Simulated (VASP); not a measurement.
# Nb (C2/c) in VASP: single point with PBE

Aim: the single point of Nb with PBE.

Everything below comes from runs of VASP 6.6.1. Logs are shortened: lines on timing, memory, paths and dates and some standing lists are left out, and cuts for length are marked.

## (1) The cell of the first run

The typed cell holds 2 atoms: a = 3.040 Å, b = 3.040 Å, c = 5.131 Å, α = 97.02°, β = 97.02°, γ = 125.96°.

## (2) Single point, PBE, non-collinear spin, zero start, spin-orbit coupling

INCAR reads:

```
SYSTEM = Nb
ALGO = Normal
EDIFF = 1E-6
ENCUT = 500
GGA = PE
GGA_COMPAT = .False.
ISIF = 2
ISMEAR = -1
KPAR = 4
LASPH = .True.
LCHARG = .False.
LMAXMIX = 4
LNONCOLLINEAR = .True.
LORBIT = 11
LORBMOM = .True.
LREAL = .False.
LSORBIT = .True.
LWAVE = .False.
MAGMOM = 0 0 0 0 0 0
NBANDS = 38
NELM = 200
PREC = Accurate
SIGMA = 0.1
```

KPOINTS reads:

```
k-points
0
Gamma
  13 13 7
  0 0 0
```

POSCAR reads:

```
Nb
1.0
   -1.9147282163      1.9149474417      1.3809154173
    1.9149474417     -1.9147282163      1.3809154173
    3.4945033759      3.4945033759     -1.3805139055
Nb
2
Direct
    0.0000880706      0.9999119294      1.0000000000
    0.7499119294      0.2500880706      0.5000000000
```

Potentials or basis: VASP PAW PBE potentials, release 64 (Nb_sv).

Started as:

```sh
cat potpaw_PBE.64/Nb_sv/POTCAR > POTCAR
mpirun -np 4 vasp_ncl > vasp.out
```

OUTCAR:

```text
SYSTEM = Nb
   EDIFF = 1E-6
   ENCUT = 500
   GGA = PE
   ISIF = 2
   ISMEAR = -1
   LASPH = .True.
   LNONCOLLINEAR = .True.
   LORBIT = 11
   LREAL = .False.
   LSORBIT = .True.
   NELM = 200
   PREC = Accurate

 ion  position               nearest neighbor table
   1  0.000  1.000  0.000-   2 2.90   2 2.90   2 2.90   2 2.90
   2  0.750  0.250  0.500-   1 2.90   1 2.90   1 2.90   1 2.90

  LATTYP: Found a base centered monoclinic cell.
 ALAT       =     2.7618308520
 B/A-ratio  =     1.9610104837
 C/A-ratio  =     1.8578878643
 COS(beta)  =    -0.2689364389

  Lattice vectors:

 A1 = (  -1.9147282163,   1.9149474417,   1.3809154173)
 A2 = (   1.9149474417,  -1.9147282163,   1.3809154173)
 A3 = (   3.4945033759,   3.4945033759,  -1.3805139055)

Analysis of symmetry for initial positions (statically):
=====================================================================
 Subroutine PRICEL returns:
 Original cell was already a primitive cell.

 Routine SETGRP: Setting up the symmetry group for a
 base centered monoclinic supercell.

 Subroutine GETGRP returns: Found  4 space group operations
 (whereof  2 operations were pure point group operations)
 out of a pool of  4 trial point group operations.

The static configuration has the point symmetry C_2 .
 The point group associated with its full space group is C_2h.

Analysis of symmetry for dynamics (positions and initial velocities):
=====================================================================
 Subroutine PRICEL returns:
 Original cell was already a primitive cell.

 Routine SETGRP: Setting up the symmetry group for a
 base centered monoclinic supercell.

 Subroutine GETGRP returns: Found  4 space group operations
 (whereof  2 operations were pure point group operations)
 out of a pool of  4 trial point group operations.

The dynamic configuration has the point symmetry C_2 .
 The point group associated with its full space group is C_2h.

Analysis of structural, dynamic, and magnetic symmetry:
=====================================================================
 Subroutine PRICEL returns:
 Original cell was already a primitive cell.

 Routine SETGRP: Setting up the symmetry group for a
 base centered monoclinic supercell.

 Subroutine GETGRP returns: Found  4 space group operations
 (whereof  2 operations were pure point group operations)
 out of a pool of  4 trial point group operations.

The overall configuration has the point symmetry C_2 .
 The point group associated with its full space group is C_2h.

 Subroutine INISYM returns: Found  4 space group operations
 (whereof  2 operations are pure point group operations),
 and found     1 'primitive' translations

----------------------------------------------------------------------------------------

                                     Primitive cell

  volume of cell :      36.9622

  direct lattice vectors                    reciprocal lattice vectors
    -1.914728216  1.914947442  1.380915417    -0.059041479  0.202077239  0.362067303
     1.914947442 -1.914728216  1.380915417     0.202077239 -0.059041479  0.362067303
     3.494503376  3.494503376 -1.380513905     0.143077361  0.143077361 -0.000022714

  length of vectors
     3.039759075  3.039759075  5.131172023     0.418824354  0.418824354  0.202341946

  position of ions in fractional coordinates (direct lattice)
     0.000088071  0.999911929  1.000000000
     0.749911929  0.250088071  0.500000000

  ion indices of the primitive-cell ions
   primitive index   ion index
                 1           1
                 2           2

----------------------------------------------------------------------------------------

 KPOINTS: k-points

Automatic generation of k-mesh.
 Grid dimensions read from file:
 generate k-points for:   13   13    7

 Generating k-lattice:

  Cartesian coordinates                     Fractional coordinates (reciprocal lattice)
    -0.004541652  0.015544403  0.027851331     0.076923077  0.000000000 -0.000000000
[... 103 lines left out ...]
  ---------------------------------------------------
  ext. energy  EPLUGINS =         0.00000000
  ---------------------------------------------------
  free energy    TOTEN  =       -20.35445393 eV

  energy without entropy =      -20.27834738  energy(sigma->0) =      -20.31640065

 E-fermi :  11.0203     XC(G=0): -12.3575

 val. band max:       11.0196649625   @ k =  -0.4615   0.4615   0.1429
 cond. band min:      11.0327410705   @ k =   0.3077   0.3077  -0.0000
 fundamental gap:      0.0130761080
 Fermi energy:        11.0203453825

 k-point     1 :       0.0000    0.0000    0.0000
  band No.  band energies     occupation
      1     -43.5916      1.00000
      2     -43.5916      1.00000
      3     -43.3973      1.00000
      4     -43.3973      1.00000
      5     -20.9672      1.00000
      6     -20.9672      1.00000
[... 973 lines left out ...]
     37      17.4178      0.00000
     38      17.4178      0.00000

 [... further k-points ...]

------------------------ aborting loop because EDIFF is reached ----------------------------------------

  FORCE on cell =-STRESS in cart. coord.  units (eV):
  Direction    XX          YY          ZZ          XY          YZ          ZX
  --------------------------------------------------------------------------------------
  -------------------------------------------------------------------------------------
  Total       -0.0806025     -0.0806025     -0.0718412      0.0090798      0.0053427      0.0053427
  in kB       -3.4938215     -3.4938215     -3.1140543      0.3935740      0.2315872      0.2315885
  external PRESSURE =      -3.3672324 kB  Pullay stress =       0.0000000 kB

 VOLUME and BASIS-vectors are now :
 -----------------------------------------------------------------------------
  energy-cutoff  :      500.00
  volume of cell :       36.96
      direct lattice vectors                 reciprocal lattice vectors
    -1.914728216  1.914947442  1.380915417    -0.059041479  0.202077239  0.362067303
     1.914947442 -1.914728216  1.380915417     0.202077239 -0.059041479  0.362067303
     3.494503376  3.494503376 -1.380513905     0.143077361  0.143077361 -0.000022714

 POSITION                                       TOTAL-FORCE (eV/Angst)
 -----------------------------------------------------------------------------------
      1.91461     -1.91439      1.38092         0.008719     -0.008719     -0.000000
      0.79028      2.70444      0.69066        -0.008719      0.008719      0.000000
 -----------------------------------------------------------------------------------
    total drift:                                0.000000     -0.000000      0.000000

  FREE ENERGIE OF THE ION-ELECTRON SYSTEM (eV)
  ---------------------------------------------------
  free  energy   TOTEN  =       -20.3544539252 eV

  energy  without entropy=      -20.2783473797  energy(sigma->0) =      -20.31640065

 orbital moment (x)

 # of ion     p       d       tot
 ----------------------------------------
  1         0.000  -0.000  -0.000
  2         0.000  -0.000  -0.000
 ----------------------------------------
            0.000  -0.000  -0.000

 orbital moment (y)

 # of ion     p       d       tot
 ----------------------------------------
  1        -0.000   0.000   0.000
  2        -0.000   0.000   0.000
 ----------------------------------------
           -0.000   0.000   0.000

 orbital moment (z)

 # of ion     p       d       tot
 ----------------------------------------
  1         0.000  -0.000  -0.000
  2         0.000   0.000   0.000
 ----------------------------------------
            0.000   0.000   0.000

 Spin-Orbit-Coupling matrix elements

 Ion:    1  E_soc:     -0.1759852
 l=   1
     0.0000000    -0.0268996    -0.0268168
    -0.0268996     0.0000000    -0.0268996
    -0.0268168    -0.0268996     0.0000000
 l=   2
     0.0000000    -0.0004356     0.0000000    -0.0004356    -0.0021156
    -0.0004356     0.0000000    -0.0015566    -0.0004130    -0.0004318
     0.0000000    -0.0015566     0.0000000    -0.0015566     0.0000000
    -0.0004356    -0.0004130    -0.0015566     0.0000000    -0.0004318
    -0.0021156    -0.0004318     0.0000000    -0.0004318     0.0000000
 l=   3
     0.0000000     0.0000000     0.0000000     0.0000000     0.0000000     0.0000000     0.0000000
     0.0000000     0.0000000     0.0000000     0.0000000     0.0000000     0.0000000     0.0000000
     0.0000000     0.0000000     0.0000000     0.0000000     0.0000000     0.0000000     0.0000000
     0.0000000     0.0000000     0.0000000     0.0000000     0.0000000     0.0000000     0.0000000
     0.0000000     0.0000000     0.0000000     0.0000000     0.0000000     0.0000000     0.0000000
     0.0000000     0.0000000     0.0000000     0.0000000     0.0000000     0.0000000     0.0000000
     0.0000000     0.0000000     0.0000000     0.0000000     0.0000000     0.0000000     0.0000000

 Ion:    2  E_soc:     -0.1759852
 l=   1
     0.0000000    -0.0268996    -0.0268168
    -0.0268996     0.0000000    -0.0268996
    -0.0268168    -0.0268996     0.0000000
 l=   2
     0.0000000    -0.0004356     0.0000000    -0.0004356    -0.0021156
    -0.0004356     0.0000000    -0.0015566    -0.0004130    -0.0004318
     0.0000000    -0.0015566     0.0000000    -0.0015566     0.0000000
    -0.0004356    -0.0004130    -0.0015566     0.0000000    -0.0004318
    -0.0021156    -0.0004318     0.0000000    -0.0004318     0.0000000
 l=   3
     0.0000000     0.0000000     0.0000000     0.0000000     0.0000000     0.0000000     0.0000000
     0.0000000     0.0000000     0.0000000     0.0000000     0.0000000     0.0000000     0.0000000
     0.0000000     0.0000000     0.0000000     0.0000000     0.0000000     0.0000000     0.0000000
     0.0000000     0.0000000     0.0000000     0.0000000     0.0000000     0.0000000     0.0000000
     0.0000000     0.0000000     0.0000000     0.0000000     0.0000000     0.0000000     0.0000000
     0.0000000     0.0000000     0.0000000     0.0000000     0.0000000     0.0000000     0.0000000
     0.0000000     0.0000000     0.0000000     0.0000000     0.0000000     0.0000000     0.0000000

 total charge

# of ion       s       p       d       tot
------------------------------------------
    1        2.221   5.997   2.485  10.703
    2        2.221   5.997   2.485  10.703
--------------------------------------------------
tot          4.443  11.995   4.969  21.407

 magnetization (x)

# of ion       s       p       d       tot
------------------------------------------
    1        0.000  -0.000  -0.000  -0.000
    2        0.000  -0.000  -0.000  -0.000
--------------------------------------------------
tot          0.000  -0.000  -0.000  -0.000

 magnetization (y)

# of ion       s       p       d       tot
------------------------------------------
    1       -0.000   0.000   0.000   0.000
    2       -0.000   0.000   0.000   0.000
--------------------------------------------------
tot         -0.000   0.000   0.000   0.000

 magnetization (z)

# of ion       s       p       d       tot
------------------------------------------
    1        0.000   0.000   0.000   0.000
    2        0.000   0.000   0.000   0.000
--------------------------------------------------
tot          0.000   0.000   0.000   0.000
```

Run time: 5.8 min. Hardware: 4 MPI ranks of Oxide Virtual Turin-like, shared host; peak memory 0.64 GiB.

Results:

| Item | Value |
| --- | --- |
| Free energy | -20.3545 eV |
| Pressure | -0.3 GPa |
| Largest force | 0.012 eV/Å |
| Net moment | 0.00 μB per cell |
| Valence electrons inside the program's atomic spheres | Nb 10.70 |

Forces in eV/Å, atoms in the order of the input:
```
Nb   0.009 -0.009  0.000
Nb  -0.009  0.009  0.000
```

Moments on the atoms (μB; x, y, z):
```
Nb  0.00 0.00 0.00
Nb  0.00 0.00 0.00
```
